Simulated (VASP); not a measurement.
Li2Pt, 3 atoms in the cell. Symmetry: P6/mmm, No. 191, hexagonal system. Conventional cell: a = 4.056 Å, b = 4.056 Å, c = 2.608 Å, α = 90.00°, β = 90.00°, γ = 120.00°. Li (site symmetry -6m2) has 5 Li at 2.34 to 2.61 Å and 6 Pt at 2.68 Å within 3.1 Å. Within 3.4 Å of Pt (site symmetry 6/mmm) lie 2 Pt at 2.61 Å and 12 Li at 2.68 Å. 

```yaml
Program: VASP 6.6.1
Task: single point
Functional: LDA
Potentials_or_basis: VASP PAW LDA potentials, release 64 (Li_sv, Pt)
Cutoff: 520 eV
k_mesh: 12 × 12 × 16
Occupations: fermi-dirac, width 0.15 eV
Spin: no spin polarisation
Dipole_correction: no
Further_INCAR_settings: ALGO = Fast; EDIFF = 1e-06; NBANDS = 15
```

Potentials or basis: VASP PAW LDA potentials, release 64 (Li_sv, Pt).

Run with:

```console
$ cat potpaw_LDA.64/Li_sv/POTCAR potpaw_LDA.64/Pt/POTCAR > POTCAR
$ mpirun -np 1 vasp_std > vasp.out
```

Hardware: 1 thread of Intel(R) Xeon(R) Platinum 8259CL CPU @ 2.50GHz (Skylake/Cascade Lake) (shared host).

Problem. Estimate the wall time of this run.

Solution. Run time: 2.7 min on 1 thread of Intel(R) Xeon(R) Platinum 8259CL CPU @ 2.50GHz (Skylake/Cascade Lake), on a shared host, peak memory 0.2 GiB. Counts: scf iterations 17, k points 171.
